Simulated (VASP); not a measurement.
Runs of VASP 6.6.1 on Ca. The structure is that of space group P6_3/mmc (No. 194), or close to it. The cells are those of the table. This isn't the form of Ca at room conditions, which is fcc.

```csv
cell,smearing,gap on the mesh (eV),pressure (GPa)
"a = 3.047, b = 3.047, c = 5.074 Å, angles 90.0, 90.0, 120.0°, 2 atoms",fermi-dirac 0.08 eV,none,32.5
"a = 3.381, b = 3.381, c = 5.606 Å, angles 90.0, 90.0, 120.0°, 2 atoms",fermi-dirac 0.08 eV,none,(a)
"a = 3.542, b = 3.542, c = 5.858 Å, angles 90.0, 90.0, 120.0°, 2 atoms",fermi-dirac 0.08 eV,none,6.5
"a = 3.685, b = 3.685, c = 6.104 Å, angles 90.0, 90.0, 120.0°, 2 atoms",fermi-dirac 0.08 eV,none,2.8
"a = 2.919, b = 2.919, c = 4.756 Å, angles 90.0, 90.0, 120.0°, 2 atoms",fermi-dirac 0.08 eV,none,46.5
"a = 3.197, b = 3.197, c = 5.346 Å, angles 90.0, 90.0, 120.0°, 2 atoms",fermi-dirac 0.08 eV,none,21.1
"a = 3.197, b = 3.197, c = 5.346 Å, angles 90.0, 90.0, 120.0°, 2 atoms",fermi-dirac 0.05 eV,none,(b)
```

Alike in all rows: task single point; level PBEsol; potentials or basis VASP PAW PBE potentials, release 64 (Ca_sv); no spin polarisation; k mesh 11 × 11 × 6; cutoff (eV) 520.

Problem. Fill in the values left out.

Solution. (a) 12.2; (b) 21.0.

Caveats: the PAW data sets were made with another functional, which shifts forces and pressure a little; the cell stands under pressure (at least some runs).

A gap of «none» marks levels without a gap at the run's occupations.
